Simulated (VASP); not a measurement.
Write the native input for VASP 6.6.1 that does the following.

| Property | Result |
| --- | --- |
| Task | single point |
| Functional | PBE |
| Potentials or basis | VASP PAW PBE potentials, release 64 (Cs_sv, Re, As) |
| Cutoff | 520 eV |
| k mesh | 3 × 3 × 4 |
| Occupations | gaussian, width 0.1 eV |
| Spin | no spin polarisation |
| Dipole correction | no |
| Further INCAR settings | ALGO = Normal; EDIFF = 1e-06; NBANDS = 27 |

The structure of CsReAs4 lies in POSCAR:

```
CsReAs4
1.0
    6.3858701400      0.0000000000      0.0000000000
   -3.1929350700      5.5303257700      0.0000000000
    0.0000000000      0.0000000000      4.8994207800
Cs Re As
1 1 4
Direct
    0.6666666700      0.3333333300      0.0000000000
    0.0000000000      0.0000000000      0.0000000000
    0.3333333300      0.6666666700      0.0000000000
    0.6598706600      0.8299353300      0.5000000000
    0.1700646700      0.8299353300      0.5000000000
    0.1700646700      0.3401293400      0.5000000000
```

These files were run (other wordings do the same):

INCAR

```
  ALGO = Normal
  EDIFF = 1E-6
  ENCUT = 520
  GGA = PE
  ISIF = 2
  ISMEAR = 0
  LASPH = True
  LCHARG = False
  LREAL = False
  LWAVE = False
  NBANDS = 27
  NELM = 100
  PREC = Accurate
  SIGMA = 0.1
```

KPOINTS

```
k-points
0
Gamma
  3 3 4
```

Potentials or basis: VASP PAW PBE potentials, release 64 (Cs_sv, Re, As).

Command:

```sh
$ cat potpaw_PBE.64/Cs_sv/POTCAR potpaw_PBE.64/Re/POTCAR potpaw_PBE.64/As/POTCAR > POTCAR
$ mpirun -np 1 vasp_std > vasp.out
```

It gave:

* Pressure: -9.8 GPa
* Largest force: 0.939 eV/Å
* Band gap on the k mesh: zero (band 18 reaches 3.27 eV, above the bottom of band 19 at 2.59 eV)

Caveat: the k points lie up to 0.38 Å⁻¹ apart; spin-orbit coupling is left out, which moves the levels of the heavy elements.

It took 100 s on 1 thread of AMD EPYC 7R13, on a shared host, peak memory 0.26 GiB.
